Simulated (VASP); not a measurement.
Wanted: the native input for a VASP 6.6.1 run.

```yaml
Task: single point
Functional: r2SCAN
Potentials_or_basis: VASP PAW PBE potentials, release 64 (Tc_pv, Ge_d)
Cutoff: 520 eV
k_mesh: 7 × 7 × 7
Occupations: methfessel-paxton, width 0.15 eV
Spin: no spin polarisation
Dipole_correction: no
Further_INCAR_settings: ALGO = Normal; EDIFF = 1e-07; NBANDS = 34
```

Crystal: Tc3Ge.

```
CELL_PARAMETERS angstrom
0.00000 3.10707 3.10707
3.10707 0.00000 3.10707
3.10707 3.10707 0.00000
ATOMIC_POSITIONS crystal
Tc 0.25000 0.25000 0.25000
Tc 0.75000 0.75000 0.75000
Tc 0.50000 0.50000 0.50000
Ge 0.00000 0.00000 0.00000
```

These files were run (other wordings do the same):

POSCAR

```
Tc3Ge
1.0
    0.0000000000      3.1070728430      3.1070728430
    3.1070728430      0.0000000000      3.1070728430
    3.1070728430      3.1070728430      0.0000000000
Tc Ge
3 1
Direct
    0.2500000000      0.2500000000      0.2500000000
    0.7500000000      0.7500000000      0.7500000000
    0.5000000000      0.5000000000      0.5000000000
    0.0000000000      0.0000000000      0.0000000000
```

INCAR.step1

```
SYSTEM = Tc3Ge
ALGO = Normal
EDIFF = 1E-4
ENCUT = 520
GGA = PE
ISMEAR = 1
LASPH = .TRUE.
LCHARG = .FALSE.
LREAL = .FALSE.
LWAVE = .TRUE.
NBANDS = 34
NELM = 80
PREC = Accurate
SIGMA = 0.15
```

INCAR.step2

```
SYSTEM = Tc3Ge
ALGO = Normal
EDIFF = 1E-7
ENCUT = 520
ISIF = 2
ISMEAR = 1
ISTART = 1
LASPH = .TRUE.
LCHARG = .FALSE.
LMIXTAU = .TRUE.
LREAL = .FALSE.
LWAVE = .FALSE.
METAGGA = R2SCAN
NBANDS = 34
NELM = 80
PREC = Accurate
SIGMA = 0.15
```

KPOINTS

```
k-points
0
G
  7 7 7
  0 0 0
```

Potentials or basis: VASP PAW PBE potentials, release 64 (Tc_pv, Ge_d).

Run with:

```console
$ cat potpaw_PBE.64/Tc_pv/POTCAR potpaw_PBE.64/Ge_d/POTCAR > POTCAR
$ cp INCAR.step1 INCAR
$ mpirun -np 1 vasp_std > vasp.out
$ cp INCAR.step2 INCAR
$ mpirun -np 1 vasp_std > vasp.out
```

Results of the run:

| Item | Value |
| --- | --- |
| Pressure | -14.0 GPa |

Caveat: the PAW data sets were made with another functional, which shifts forces and pressure a little.

Run time: 88 s on 1 thread of Intel(R) Xeon(R) 6975P-C (Granite Rapids) (shared host), peak memory 0.22 GiB.
